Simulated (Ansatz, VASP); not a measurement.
## Two plane-wave programs on Cd4Te

```xyz
5
Lattice="-3.4780 3.4780 3.4780 3.4780 -3.4780 3.4780 3.4780 3.4780 -3.4780" Properties=species:S:1:pos:R:3 pbc="T T T"
Cd    1.7390    1.7390   -1.7390
Cd    1.7390   -1.7390    1.7390
Cd   -1.7390    1.7390    1.7390
Cd    1.7390    1.7390    1.7390
Te    0.0000    0.0000    0.0000
```

Change from the starting cell: species swapped into the MnGa4 type (Im-3m, No. 229).

Alike in both runs: functional PBE; k mesh 8 × 8 × 8; occupations gaussian, width 0.1 eV; no spin polarisation.

Ansatz relaxed the structure, and its values are those at the end. VASP's run is a single point on that final structure, the one shown.

|  | VASP | Ansatz |
| --- | --- | --- |
| version | VASP 6.6.1 | Ansatz 0.2.0 |
| potentials or method | VASP PAW PBE potentials, release 64 (Cd, Te), cutoff 520 eV | scalar-relativistic, plane waves, PAW |
| valence electrons in the cell | 54 | 96 |

Ansatz gave:

| Quantity | Value |
| --- | --- |
| gap on the k mesh at the Fermi level (eV) | none |
| pressure (GPa) | 0.0 |

**Question.** Estimate VASP's values.

**Answer.** gap on the k mesh at the Fermi level (eV): none; pressure (GPa): 0.1.

A gap of «none» marks a metal or a gap that the smearing closes. With one functional, cell and mesh, what is left measures potentials, basis and numerics. VASP's potentials hold 54 valence electrons a cell and Ansatz's 96, so a difference there can come from the potentials and not from the codes.

Spin-orbit coupling is off throughout.
